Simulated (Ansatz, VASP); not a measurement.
## One calculation of SiC, two programs

```
Si C
1.0
     3.21120    0.00000    0.00000
    -1.60560    2.78098    0.00000
     0.00000    0.00000    5.27060
Si C
2 2
Direct
  0.33333 0.66667 0.00441
  0.66667 0.33333 0.50441
  0.33333 0.66667 0.38059
  0.66667 0.33333 0.88059
```

Alike in both runs: functional LDA; k mesh 12 × 12 × 6; occupations gaussian, width 0.05 eV; no spin polarisation.

Ansatz relaxed the structure, and its values are those at the end. VASP's run is a single point on that final structure, the one shown.

```csv
,VASP,Ansatz
version,VASP 6.6.1,Ansatz 0.2.0
potentials or method,"VASP PAW LDA potentials, release 64 (Si, C), cutoff 520 eV","scalar-relativistic, plane waves, PAW"
valence electrons in the cell,16,16
```

```tsv
	VASP	Ansatz	Ansatz less VASP
gap on the k mesh at the Fermi level (eV)	2.37	2.38	+0.013
least direct gap on the mesh (eV)	3.62	3.63	+0.009
pressure (GPa)	-25.2	-25.5	-0.34
```

Ansatz warns that its potentials were made for another functional, while VASP's fit it. LDA's correlation is that of Perdew and Zunger in VASP and of Perdew and Wang (1992) in Ansatz. Ansatz's warnings: stress scf threshold loose.
